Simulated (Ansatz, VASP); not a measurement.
## One calculation of ZnO, two programs

```xyz
4
Lattice="3.2301 0.0000 0.0000 -1.6151 2.7974 0.0000 0.0000 0.0000 5.2139" Properties=species:S:1:pos:R:3 pbc="T T T"
Zn    1.6151    0.9325    2.6103
Zn    0.0000    1.8649    0.0034
O     1.6151    0.9325    4.5864
O     0.0000    1.8649    1.9795
```

Alike in both runs: functional PBEsol; k mesh 9 × 9 × 6; occupations gaussian, width 0.02 eV; no spin polarisation.

Ansatz relaxed the structure, and its values are those at the end. VASP's run is a single point on that final structure, the one shown.

```csv
,VASP,Ansatz
version,VASP 6.6.1,Ansatz 0.2.0
potentials or method,"VASP PAW PBE potentials, release 64 (Zn, O), cutoff 600 eV","scalar-relativistic, plane waves, PAW"
valence electrons in the cell,36,36
```

VASP gave:

```
gap on the k mesh at the Fermi level (eV) : 0.69
least direct gap on the mesh (eV)         : 0.69
pressure (GPa)                            : 0.5
```

Question: What did Ansatz give for the same quantities?

Answer: gap on the k mesh at the Fermi level (eV): 0.70; least direct gap on the mesh (eV): 0.70; pressure (GPa): 0.0.

VASP's potentials were made for PBE, not for PBEsol. The functional is the same, so the differences come from potentials, cutoffs and numerics.
